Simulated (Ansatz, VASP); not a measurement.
O: VASP beside Ansatz

INCAR

```
PREC = Accurate
ENCUT = 520
EDIFF = 1E-6
ISMEAR = -1
SIGMA = 0.02
LREAL = F
LASPH = T
NELM = 150
ALGO = Normal
ISIF = 2
LWAVE = F
LCHARG = F
ISPIN = 2
MAGMOM = 1 1
LORBIT = 11
GGA = PE
IBRION = 2
NSW = 80
EDIFFG = -0.01
```

KPOINTS

```
regular mesh
0
Gamma
  1 1 1
```

The input POSCAR:

```
O
1.0
    9.0000000000      0.0000000000      0.0000000000
    0.0000000000      9.5000000000      0.0000000000
    0.0000000000      0.0000000000     10.0000000000
O
2
Direct
    0.5000000000      0.5000000000      0.4385000000
    0.5000000000      0.5000000000      0.5615000000
```

Input for Ansatz:

```yaml
crystal:
  lattice:
    - [9.0, 0.0, 0.0]
    - [0.0, 9.5, 0.0]
    - [0.0, 0.0, 10.0]
  atoms:
    - { symbol: O, position: [0.5, 0.5, 0.4385] }
    - { symbol: O, position: [0.5, 0.5, 0.5615] }
basis:
  ecutwfc: 517.016338673772
kpoints:
  mp_grid:
    grid: [1, 1, 1]
hamiltonian:
  xc: pbe
magnetization:
  spin_polarized: true
  per_species:
    O: 1.0
scf:
  occupations:
    method: fermi_dirac
    width: 0.02
relax:
  f_tol: 0.01
output:
  stress: true
```

Alike in both runs: task relaxation of the atoms; functional PBE; k mesh 1 × 1 × 1; occupations fermi-dirac, width 0.02 eV; collinear spin.

|  | VASP | Ansatz |
| --- | --- | --- |
| version | VASP 6.6.1 | Ansatz 0.2.0 |
| potentials or method | VASP PAW PBE potentials, release 64 (O), cutoff 520 eV | plane waves, PAW |
| valence electrons in the cell | 12 | 12 |

Ansatz gave:

| Quantity | Value |
| --- | --- |
| net moment per atom (μB) | 1.00 |
| size of the moment on the site where the two differ most (μB) | 0.56 |

Estimate VASP's values.

net moment per atom (μB): 1.00; size of the moment on the site where the two differ most (μB): 0.81.

Site moments also hang on the region over which each program counts them. Ansatz's warnings: end state compared, stress scf threshold loose.

Noted on VASP's run: the standard files for N, O and F lose accuracy on very short bonds.
